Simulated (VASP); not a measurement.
MgCdO:

```
CELL_PARAMETERS angstrom
3.61227 0.00000 0.00000
0.00000 3.61227 0.00000
0.00000 0.00000 6.21137
ATOMIC_POSITIONS crystal
Mg 0.00000 0.50000 0.62777
Mg 0.50000 0.00000 0.37223
Cd 0.00000 0.50000 0.16687
Cd 0.50000 0.00000 0.83313
O 0.00000 0.00000 0.00000
O 0.50000 0.50000 0.00000
```

The cell was built from a structure type or drawn by symmetry, and may not be a known phase.

```yaml
Program: VASP 6.6.1
Task: relaxation of cell and atoms
Functional: PBE
Potentials_or_basis: VASP PAW PBE potentials, release 64 (Mg, Cd, O)
Cutoff: 600 eV
k_mesh: 6 × 6 × 4
Occupations: gaussian, width 0.1 eV
Spin: no spin polarisation
```

At the start: pressure 34.9 GPa; volume 13.51 Å³/atom.

Question: Where does the relaxation end?

Answer: Over 33 steps the energy falls by 1318.7 meV/atom and the volume is 19.50 Å³/atom (+44.3 %); space group P4/nmm (No. 129, to 0.1 Å) before and after.

The path:
| step | energy change (eV) | largest force (eV/Å) | pressure (GPa) | volume (Å³) |
| --- | --- | --- | --- | --- |
| 1 | 0.0000 | 3.5946 | 34.90 | 81.05 |
| 2 | -1.4288 | 1.8956 | -10.29 | 120.44 |
| 3 | -2.2223 | 0.7693 | -0.67 | 101.57 |
| 4 | -2.5328 | 0.7763 | -0.67 | 102.06 |
| 5 | -2.7214 | 0.7776 | -0.33 | 102.34 |
| 6 | -2.7219 | 0.7740 | -0.28 | 102.34 |
| 7 | -2.7992 | 0.5951 | -0.28 | 101.95 |
| 8 | -2.9449 | 1.0504 | 0.27 | 100.77 |
| 9 | -2.7931 | 2.7904 | 3.64 | 98.41 |
| 10 | -2.9670 | 1.3474 | 0.79 | 100.22 |
| 11 | -3.0250 | 1.2625 | 0.25 | 100.36 |
| 12 | -3.1829 | 1.0430 | -1.15 | 100.79 |
| 13 | -3.4816 | 0.7966 | -3.28 | 101.64 |
| 14 | -4.3530 | 0.9873 | -6.07 | 103.35 |
| 15 | -6.3166 | 0.7436 | -7.03 | 106.82 |
| 16 | -5.2909 | 1.9887 | -10.34 | 113.95 |
| 17 | -6.5198 | 0.5236 | -6.02 | 109.00 |
| 18 | -6.5965 | 0.5021 | -5.74 | 108.65 |
| 19 | -6.7986 | 0.4564 | -4.92 | 107.61 |
| 20 | -7.0954 | 0.5715 | -3.90 | 105.48 |
| 21 | -6.8853 | 1.8728 | -5.59 | 101.09 |
| 22 | -7.1807 | 0.7565 | -4.08 | 104.34 |
| 23 | -7.1967 | 0.9351 | -4.35 | 103.58 |
| 24 | -7.3273 | 0.7647 | -3.20 | 102.40 |
| 25 | -7.5605 | 0.3081 | 1.25 | 98.87 |
| 26 | -7.5804 | 0.2595 | 3.41 | 97.45 |
| 27 | -7.6447 | 0.2098 | 3.02 | 98.89 |
| 28 | -7.7816 | 0.1023 | 2.23 | 103.21 |
| 29 | -7.8957 | 0.0121 | 1.43 | 111.86 |
| 30 | -7.9038 | 0.0026 | 1.24 | 114.44 |
| 31 | -7.9044 | 0.0016 | 1.18 | 115.38 |
| 32 | -7.9047 | 0.0247 | -1.14 | 118.59 |
| 33 | -7.9123 | 0.0123 | -0.03 | 116.98 |

Final structure:
```xyz
6
Lattice="4.0282 0.0000 0.0000 0.0000 4.0282 0.0000 0.0000 0.0000 7.2094" Properties=species:S:1:pos:R:3 pbc="T T T"
Mg    0.0000    2.0141    0.0681
Mg    2.0141    0.0000    7.1413
Cd    0.0000    2.0141    3.7460
Cd    2.0141    0.0000    3.4634
O     0.0000    0.0000    0.0000
O     2.0141    2.0141    0.0000
```

Caveat: the volume moved by over 15 % at a fixed basis, so the end points are rough.
